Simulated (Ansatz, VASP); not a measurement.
## One calculation of Al2O3, two programs

The input INCAR:

```
SYSTEM = Al2O3
ALGO     = Normal         ! electronic algorithm
EDIFF    = 1E-7           ! SCF threshold, eV
ENCUT    = 520            ! plane-wave cutoff, eV
GGA      = PS             ! functional
ISIF     = 2              ! what is computed and relaxed
ISMEAR   = 0              ! smearing method
LASPH    = .True.         ! aspherical terms in the spheres
LCHARG   = .True.         ! write CHGCAR
LELF     = .True.         ! ELF
LREAL    = .False.        ! projectors in reciprocal space
LVHAR    = .True.       
LWAVE    = .False.        ! write WAVECAR
NBANDS   = 35             ! bands
NELM     = 60             ! most SCF steps
PREC     = Accurate       ! precision mode
SIGMA    = 0.05           ! smearing width, eV
```

Contents of KPOINTS:

```
k-points
0
Gamma
  6 6 6
  0 0 0
```

File POSCAR:

```
Al2O3
1.0
    2.3358509594      1.3486041802      4.5284363933
   -2.3358509594      1.3486041802      4.5284363933
    0.0000000000     -2.6972083604      4.5284363933
Al O
4 6
Direct
    0.8520350473      0.8520350473      0.8520350473
    0.6479649527      0.6479649527      0.6479649527
    0.1479649527      0.1479649527      0.1479649527
    0.3520350473      0.3520350473      0.3520350473
    0.0558571577      0.4441428423      0.7500000000
    0.7500000000      0.0558571577      0.4441428423
    0.4441428423      0.7500000000      0.0558571577
    0.9441428423      0.5558571577      0.2500000000
    0.2500000000      0.9441428423      0.5558571577
    0.5558571577      0.2500000000      0.9441428423
```

Input for Ansatz:

```yaml
crystal:
  lattice:
    - [2.3358509594, 1.3486041802, 4.5284363933]
    - [-2.3358509594, 1.3486041802, 4.5284363933]
    - [0.0, -2.6972083604, 4.5284363933]
  atoms:
    - { symbol: Al, position: [0.8520350473, 0.8520350473, 0.8520350473] }
    - { symbol: Al, position: [0.6479649527, 0.6479649527, 0.6479649527] }
    - { symbol: Al, position: [0.1479649527, 0.1479649527, 0.1479649527] }
    - { symbol: Al, position: [0.3520350473, 0.3520350473, 0.3520350473] }
    - { symbol: O, position: [0.0558571577, 0.4441428423, 0.75] }
    - { symbol: O, position: [0.75, 0.0558571577, 0.4441428423] }
    - { symbol: O, position: [0.4441428423, 0.75, 0.0558571577] }
    - { symbol: O, position: [0.9441428423, 0.5558571577, 0.25] }
    - { symbol: O, position: [0.25, 0.9441428423, 0.5558571577] }
    - { symbol: O, position: [0.5558571577, 0.25, 0.9441428423] }
basis:
  ecutwfc: 520.0
kpoints:
  mp_grid: { grid: [6, 6, 6] }
hamiltonian:
  xc: pbesol
  pseudopotentials: { kind: paw, azcp: { folder: soft_1 } }
scf:
  occupations: { method: gaussian, width: 0.05 }
output:
  forces: true
  stress: true
  eigenvalues: true
```

Alike in both runs: task single point; functional PBEsol; k mesh 6 × 6 × 6; occupations gaussian, width 0.05 eV; no spin polarisation.

|  | VASP | Ansatz |
| --- | --- | --- |
| version | VASP 6.6.1 | Ansatz 0.2.0 |
| potentials or method | VASP PAW PBE potentials, release 64 (Al, O), cutoff 520 eV | scalar-relativistic, plane waves, PAW |
| valence electrons in the cell | 48 | 48 |

VASP gave:

* gap on the k mesh at the Fermi level (eV): 5.83
* least direct gap on the mesh (eV): 5.83
* pressure (GPa): 1.2
* traceless stress, the component that is largest in VASP (GPa): -17.84
* rms of the force components (eV/Å): 0.147

**Question.** Estimate Ansatz's values.

**Answer.** gap on the k mesh at the Fermi level (eV): 5.82; least direct gap on the mesh (eV): 5.82; pressure (GPa): 1.0; traceless stress, the component that is largest in VASP (GPa): -17.78; rms of the force components (eV/Å): 0.147.

VASP's potentials were made for PBE, not for PBEsol, and Ansatz warns of the same on its side. Atom by atom the forces differ by 0.003 eV/Å (rms over components).
